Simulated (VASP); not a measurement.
Runs of VASP 6.6.1 on PtS2. It takes space group P-3m1 (No. 164, trigonal). The conventional cell has a = 3.553 Å, b = 3.553 Å, c = 5.123 Å, α = 90.00°, β = 90.00°, γ = 120.00°. Pt (site symmetry -3m) has 6 S at 2.39 Å within 3.2 Å. Within 3.2 Å of S (site symmetry 3m) lie 3 Pt at 2.39 Å and 3 S at 3.20 Å. 

```csv
level,k mesh,smearing,grid for exact exchange (PRECFOCK),share of exact exchange,screening parameter,gap on the mesh (eV),pressure (GPa),largest force (eV/Å)
PBEsol,2 × 2 × 2,gaussian 0.01 eV,-,-,-,1.46,-5.1,1.78
PBEsol,"6 × 6 × 4, shifted",gaussian 0.01 eV,-,-,-,0.88,-1.6,0.23
PBEsol,6 × 6 × 4,gaussian 0.01 eV,-,-,-,0.79,-1.6,0.23
PBEsol,8 × 8 × 1,gaussian 0.01 eV,-,-,-,(b),-2.3,0.07
HSE06,6 × 6 × 2,gaussian 0.01 eV,Normal,0.25,0.2079 1/Å,1.42,-1.4,0.40
PBEsol,6 × 6 × 4,fermi-dirac 0.5 eV,-,-,-,(a),0.2,0.08
PBE-based screened hybrid with 30 % exact exchange,6 × 6 × 2,gaussian 0.01 eV,Normal,0.3,0.3 1/Å,1.36,-1.7,0.44
```

Alike in all rows: task single point; potentials or basis VASP PAW PBE potentials, release 64 (Pt, S); no spin polarisation; cell as given; cutoff (eV) 520.

Question: Estimate the missing entries.

Answer: (a) 0.82; (b) 0.76.

Caveats: some runs use coarse meshes; the PAW data sets were made with another functional, which shifts forces and pressure a little; spin-orbit coupling is left out, which moves the levels of the heavy elements; a shifted mesh leaves out Γ, where band edges can lie (at least some runs); so wide a smearing shifts energies and pressures (at least some runs).

A k mesh can miss the band edges, and the runs leave out spin-orbit coupling on Pt.
